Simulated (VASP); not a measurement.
# Si (a cell with a defect) in VASP: single point with PBE

Aim: the single point of Si (a cell with a defect) with PBE.

Program: VASP 6.6.1. These are calculated values, not measurements. Logs are shortened: lines on timing, memory, paths and dates and some standing lists are left out, and cuts for length are marked.

### Step 1. The cell of the first run

The cell holds a defect, 15 atoms: a = 7.736 Å, b = 7.736 Å, c = 7.736 Å, α = 60.00°, β = 60.00°, γ = 60.00°.

### Step 2. Single point, PBE

INCAR reads:

```
PREC = Accurate
ENCUT = 520
EDIFF = 1E-7
ISMEAR = 0
SIGMA = 0.02
LREAL = Auto
LASPH = True
NELM = 60
ALGO = Normal
ISIF = 2
LWAVE = False
LCHARG = False
GGA = PE
NELECT = 58.0
NBANDS = 43
```

KPOINTS reads:

```
regular mesh
0
Gamma
  2 2 2
```

POSCAR reads:

```
Si
1.0
    0.0000000000      5.4700937627     -5.4700937627
    5.4700937627      5.4700937627      0.0000000000
    5.4700937627      0.0000000000     -5.4700937627
Si
15
Direct
    0.1875003509      0.1875003509      0.1874994368
    0.1221637195      0.6284060473      0.1221626226
    0.6284060473      0.1221637195      0.1221626226
    0.6275021323      0.6275021323      0.1209961892
    0.1221638109      0.1221638109      0.6284050419
    0.1209966463      0.6275014925      0.6275022237
    0.6275014925      0.1209966463      0.6275022237
    0.6248893800      0.6248893800      0.6248893800
    0.2528363425      0.7465935096      0.2528372565
    0.7474979730      0.7474979730      0.2540035071
    0.7465934182      0.2528364339      0.2528373480
    0.2540034157      0.7474986129      0.7474976988
    0.2528360683      0.2528360683      0.7465959775
    0.7501106339      0.7501106339      0.7501106339
    0.7474986129      0.2540034157      0.7474976988
```

Potentials or basis: VASP PAW PBE potentials, release 64 (Si).

Launch:

```bash
$ cat potpaw_PBE.64/Si/POTCAR > POTCAR
$ mpirun -np 1 vasp_std > vasp.out
```

OUTCAR:

```text
PREC = Accurate
   ENCUT = 520
   EDIFF = 1E-7
   ISMEAR = 0
   LREAL = Auto
   LASPH = True
   NELM = 60
   ISIF = 2
   GGA = PE
   NELECT = 58.0

 ion  position               nearest neighbor table
   1  0.188  0.188  0.187-  13 2.99   3 2.99   2 2.99   5 2.99   9 2.99  11 2.99
   2  0.122  0.628  0.122-  12 2.37  10 2.37   9 2.40   1 2.99
   3  0.628  0.122  0.122-  15 2.37  10 2.37  11 2.40   1 2.99
   4  0.628  0.628  0.121-  14 2.34  10 2.36  11 2.37   9 2.37
   5  0.122  0.122  0.628-  12 2.37  15 2.37  13 2.40   1 2.99
   6  0.121  0.628  0.628-  14 2.34  12 2.36   9 2.37  13 2.37
   7  0.628  0.121  0.628-  14 2.34  15 2.36  11 2.37  13 2.37
   8  0.625  0.625  0.625-  10 2.34  12 2.34  15 2.34  14 2.37
   9  0.253  0.747  0.253-   6 2.37   4 2.37   2 2.40   1 2.99
  10  0.747  0.747  0.254-   8 2.34   4 2.36   2 2.37   3 2.37
  11  0.747  0.253  0.253-   7 2.37   4 2.37   3 2.40   1 2.99
  12  0.254  0.747  0.747-   8 2.34   6 2.36   2 2.37   5 2.37
  13  0.253  0.253  0.747-   6 2.37   7 2.37   5 2.40   1 2.99
  14  0.750  0.750  0.750-   4 2.34   6 2.34   7 2.34   8 2.37
  15  0.747  0.254  0.747-   8 2.34   7 2.36   3 2.37   5 2.37

  LATTYP: Found a face centered cubic cell.
 ALAT       =    10.9401875254

  Lattice vectors:

 A1 = (   0.0000000000,   5.4700937627,  -5.4700937627)
 A2 = (   5.4700937627,   5.4700937627,   0.0000000000)
 A3 = (   5.4700937627,   0.0000000000,  -5.4700937627)

Analysis of symmetry for initial positions (statically):
=====================================================================
 Subroutine PRICEL returns:
 Original cell was already a primitive cell.

 Routine SETGRP: Setting up the symmetry group for a
 face centered cubic supercell.

 Subroutine GETGRP returns: Found 12 space group operations
 (whereof  6 operations were pure point group operations)
 out of a pool of 48 trial point group operations.

The static configuration has the point symmetry C_3v.
 The point group associated with its full space group is D_3d.

Analysis of symmetry for dynamics (positions and initial velocities):
=====================================================================
 Subroutine PRICEL returns:
 Original cell was already a primitive cell.

 Routine SETGRP: Setting up the symmetry group for a
 face centered cubic supercell.

 Subroutine GETGRP returns: Found 12 space group operations
 (whereof  6 operations were pure point group operations)
 out of a pool of 48 trial point group operations.

The dynamic configuration has the point symmetry C_3v.
 The point group associated with its full space group is D_3d.

 Subroutine INISYM returns: Found 12 space group operations
 (whereof  6 operations are pure point group operations),
 and found     1 'primitive' translations

----------------------------------------------------------------------------------------

                                     Primitive cell

  volume of cell :     327.3515

  direct lattice vectors                    reciprocal lattice vectors
     0.000000000  5.470093763 -5.470093763    -0.091406111  0.091406111 -0.091406111
     5.470093763  5.470093763  0.000000000     0.091406111  0.091406111  0.091406111
     5.470093763  0.000000000 -5.470093763     0.091406111 -0.091406111 -0.091406111

  length of vectors
     7.735880787  7.735880787  7.735880787     0.158320029  0.158320029  0.158320029

  position of ions in fractional coordinates (direct lattice)
     0.187500351  0.187500351  0.187499437
     0.122163720  0.628406047  0.122162623
     0.628406047  0.122163720  0.122162623
     0.627502132  0.627502132  0.120996189
     0.122163811  0.122163811  0.628405042
     0.120996646  0.627501493  0.627502224
     0.627501493  0.120996646  0.627502224
     0.624889380  0.624889380  0.624889380
     0.252836342  0.746593510  0.252837257
     0.747497973  0.747497973  0.254003507
     0.746593418  0.252836434  0.252837348
     0.254003416  0.747498613  0.747497699
     0.252836068  0.252836068  0.746595978
     0.750110634  0.750110634  0.750110634
     0.747498613  0.254003416  0.747497699

  ion indices of the primitive-cell ions
   primitive index   ion index
                 1           1
                 2           2
                 3           3
                 4           4
                 5           5
                 6           6
                 7           7
                 8           8
                 9           9
                10          10
                11          11
                12          12
                13          13
                14          14
                15          15

----------------------------------------------------------------------------------------

 KPOINTS: regular mesh

Automatic generation of k-mesh.
 Grid dimensions read from file:
 generate k-points for:    2    2    2

 Generating k-lattice:

  Cartesian coordinates                     Fractional coordinates (reciprocal lattice)
    -0.045703056  0.045703056 -0.045703056     0.500000000  0.000000000  0.000000000
     0.045703056  0.045703056  0.045703056     0.000000000  0.500000000  0.000000000
     0.045703056 -0.045703056 -0.045703056     0.000000000  0.000000000  0.500000000

  Length of vectors
     0.079160015  0.079160015  0.079160015

  Shift w.r.t. Gamma in fractional coordinates (k-lattice)
     0.000000000  0.000000000  0.000000000

 Subroutine IBZKPT returns following result:
 ===========================================

 Found      4 irreducible k-points:

 Following reciprocal coordinates:
            Coordinates               Weight
  0.000000  0.000000  0.000000      1.000000
  0.500000  0.000000  0.000000      3.000000
  0.500000  0.500000  0.500000      1.000000
  0.500000  0.500000  0.000000      3.000000
   k-points           NKPTS =      4   k-points in BZ     NKDIM =      4   number of bands    NBANDS=     43
   number of dos      NEDOS =    301   number of ions     NIONS =     15
   total plane-waves  NPLWV = 216000
   dimension x,y,z NGX =    60 NGY =   60 NGZ =   60
   dimension x,y,z NGXF=   120 NGYF=  120 NGZF=  120
   ions per type =              15
   NGX,Y,Z   is equivalent  to a cutoff of  12.89, 12.89, 12.89 a.u.
   NGXF,Y,Z  is equivalent  to a cutoff of  25.79, 25.79, 25.79 a.u.
 SYSTEM =  unknown system
   PREC   = accura    normal or accurate (medium, high low for compatibility)
   ISTART =      0    job   : 0-new  1-cont  2-samecut
   ICHARG =      2    charge: 1-file 2-atom 10-const
   ISPIN  =      1    spin polarized calculation?
   LNONCOLLINEAR =      F non collinear calculations
   LSORBIT =      F    spin-orbit coupling
   LASPH  =      T    aspherical Exc in radial PAW
   ENCUT  =  520.0 eV  38.22 Ry    6.18 a.u.  14.38 14.38 14.38*2*pi/ulx,y,z
   NELM   =     60;   NELMIN=  2; NELMDL= -5     # of ELM steps
   EDIFF  = 0.1E-06   stopping-criterion for ELM
   LREAL  =      T    real-space projection
   EDIFFG = 0.1E-05   stopping-criterion for IOM
   NSW    =      0    number of steps for IOM
   IBRION =     -1    ionic relax: 0-MD 1-quasi-New 2-CG
   NFREE  =      0    steps in history (QN), initial steepest desc. (CG)
   ISIF   =      2    stress and relaxation
   ISYM   =      2    0-nonsym 1-usesym 2-fastsym
   POTIM  = 0.5000    time-step for ionic-motion
   TEBEG  =    0.0;   TEEND  =   0.0 temperature during run
   PSTRESS=    0.0 pullay stress
   NELECT =      58.0000    total number of electrons
   NUPDOWN=      -1.0000    fix difference up-down
   EMIN   =  10.00;   EMAX   =-10.00  energy-range for DOS
   EFERMI =   0.00;   METHOD = LEGACY
   ISMEAR =     0;   SIGMA  =   0.02  broadening in eV -4-tet -1-fermi 0-gaus
   EFERMI_NEDOS =   21; number of points for ismear=-14 and -15
   IALGO  =     38    algorithm
   IMIX   =      4    mixing-type and parameters
     AMIX     =   0.40;   BMIX     =  1.00
     AMIX_MAG =   1.60;   BMIX_MAG =  1.00
  volume/ion in A,a.u.               =      21.82       147.27
  Fermi-wavevector in a.u.,A,eV,Ry     =   0.919488  1.737580 11.503157  0.845458
  Thomas-Fermi vector in A             =   2.044687
   LORBIT       =      0    0 simple, 1 ext, 2 COOP (PROOUT), +10 PAW based schemes
   GGA     = PE    functional components
   LHFCALC =     F    Hartree Fock is set to
   AEXX    =    0.0000 exact exchange contribution
   IVDW    =     0    specifies the selected vdW correction
   LEPSILON=     F    determine dielectric tensor
   LRPA    =     F    only Hartree local field effects (RPA)
 non-spin polarized calculation
 Gauss-broadening in eV      SIGMA  =   0.02
  energy-cutoff  :      520.00
  volume of cell :      327.35
 maximum number of plane-waves:      8824
 NGX is ok and might be reduce to    60
   NGX = 29   NGY = 29   NGZ = 29

 number of electron      57.9999999 magnetization

 Free energy of the ion-electron system (eV)
  ---------------------------------------------------
  ext. energy  EPLUGINS =         0.00000000
  ---------------------------------------------------
  free energy    TOTEN  =       -86.26348861 eV

  energy without entropy =      -86.25921119  energy(sigma->0) =      -86.26134990

 E-fermi :   4.5728     XC(G=0):  -9.0087

 val. band max:        4.4366750257   @ k =   0.0000   0.0000   0.0000
 cond. band min:       4.5771585661   @ k =   0.0000   0.0000   0.0000
 fundamental gap:      0.1404835404
 Fermi energy:         4.5728208408

 k-point     1 :       0.0000    0.0000    0.0000
  band No.  band energies     occupation
      1      -6.4473      2.00000
      2      -4.3718      2.00000
      3      -4.3718      2.00000
      4      -4.1791      2.00000
      5      -3.6971      2.00000
      6      -2.5833      2.00000
[... 165 lines left out ...]
     40       8.8404      0.00000
     41       9.1996      0.00000
 [bands above 41 left out]

------------------------ aborting loop because EDIFF is reached ----------------------------------------

  FORCE on cell =-STRESS in cart. coord.  units (eV):
  Direction    XX          YY          ZZ          XY          YZ          ZX
  --------------------------------------------------------------------------------------
  -------------------------------------------------------------------------------------
  Total      -23.6870156    -23.6870156    -23.6870156     -0.2746956      0.2746956      0.2746956
  in kB     -115.9328792   -115.9328792   -115.9328792     -1.3444604      1.3444604      1.3444604
  external PRESSURE =    -115.9328792 kB  Pullay stress =       0.0000000 kB

 VOLUME and BASIS-vectors are now :
 -----------------------------------------------------------------------------
  energy-cutoff  :      520.00
  volume of cell :      327.35
      direct lattice vectors                 reciprocal lattice vectors
     0.000000000  5.470093763 -5.470093763    -0.091406111  0.091406111 -0.091406111
     5.470093763  5.470093763  0.000000000     0.091406111  0.091406111  0.091406111
     5.470093763  0.000000000 -5.470093763     0.091406111 -0.091406111 -0.091406111

 POSITION                                       TOTAL-FORCE (eV/Angst)
 -----------------------------------------------------------------------------------
      2.05128      2.05129     -2.05128        -0.000000     -0.000000      0.000000
      4.10568      4.10569     -1.33649         0.001176      0.001176      0.006615
      1.33649      4.10569     -4.10568        -0.006615      0.001176     -0.001176
      4.09436      6.86499     -4.09436        -0.000868     -0.000134      0.000868
      4.10568      1.33650     -4.10568         0.001176     -0.006615     -0.001176
      6.86499      4.09436     -4.09436        -0.000134     -0.000868      0.000868
      4.09436      4.09436     -6.86499        -0.000868     -0.000868      0.000134
      6.83641      6.83641     -6.83641        -0.004434     -0.004434      0.004434
      5.46698      5.46698     -2.76608        -0.001176     -0.001176     -0.006615
      5.47831      8.17777     -5.47831         0.000868      0.000134     -0.000868
      2.76608      5.46698     -5.46698         0.006615     -0.001176      0.001176
      8.17777      5.47831     -5.47830         0.000134      0.000868     -0.000868
      5.46699      2.76607     -5.46699        -0.001176      0.006615      0.001176
      8.20635      8.20635     -8.20635         0.004434      0.004434     -0.004434
      5.47830      5.47831     -8.17777         0.000868      0.000868     -0.000134
 -----------------------------------------------------------------------------------
    total drift:                                0.000301      0.001527     -0.000386

  FREE ENERGIE OF THE ION-ELECTRON SYSTEM (eV)
  ---------------------------------------------------
  free  energy   TOTEN  =       -86.2634886149 eV

  energy  without entropy=      -86.2592111898  energy(sigma->0) =      -86.26134990
```

Run time: 64 s. Hardware: 1 thread of Intel Xeon Platinum 8559C (Emerald Rapids), shared host; peak memory 0.44 GiB.

Results:

```yaml
Free_energy: -86.2635 eV
Largest_force: 0.008 eV/Å
```

Forces in eV/Å, atoms in the order of the input:
```
Si   0.000  0.000  0.000
Si   0.001  0.001  0.007
Si  -0.007  0.001 -0.001
Si  -0.001  0.000  0.001
Si   0.001 -0.007 -0.001
Si   0.000 -0.001  0.001
Si  -0.001 -0.001  0.000
Si  -0.004 -0.004  0.004
Si  -0.001 -0.001 -0.007
Si   0.001  0.000 -0.001
Si   0.007 -0.001  0.001
Si   0.000  0.001 -0.001
Si  -0.001  0.007  0.001
Si   0.004  0.004 -0.004
Si   0.001  0.001  0.000
```

Levels at points of the mesh, in eV from the Fermi level:
| k point | band 26 | band 27 | band 28 | band 29 | band 30 | band 31 |
| --- | --- | --- | --- | --- | --- | --- |
| (0.00, 0.00, 0.00) | -0.14 | 0.00 | 0.00 | 0.08 | 1.26 | 1.27 |
| (0.50, 0.00, 0.00) | -1.19 | -0.86 | -0.59 | -0.24 | -0.16 | 1.49 |
| (0.50, 0.50, 0.50) | -1.20 | -1.05 | -1.05 | 0.52 | 0.52 | 0.82 |
| (0.50, 0.50, 0.00) | -1.10 | -1.09 | -1.08 | -0.78 | 0.02 | 0.59 |

Caveat: the k points lie up to 0.50 Å⁻¹ apart; the cell carries a net charge on a neutralising background, which shifts energy and pressure; the cell is charged against a uniform background, so pressure and absolute levels hang on convention.
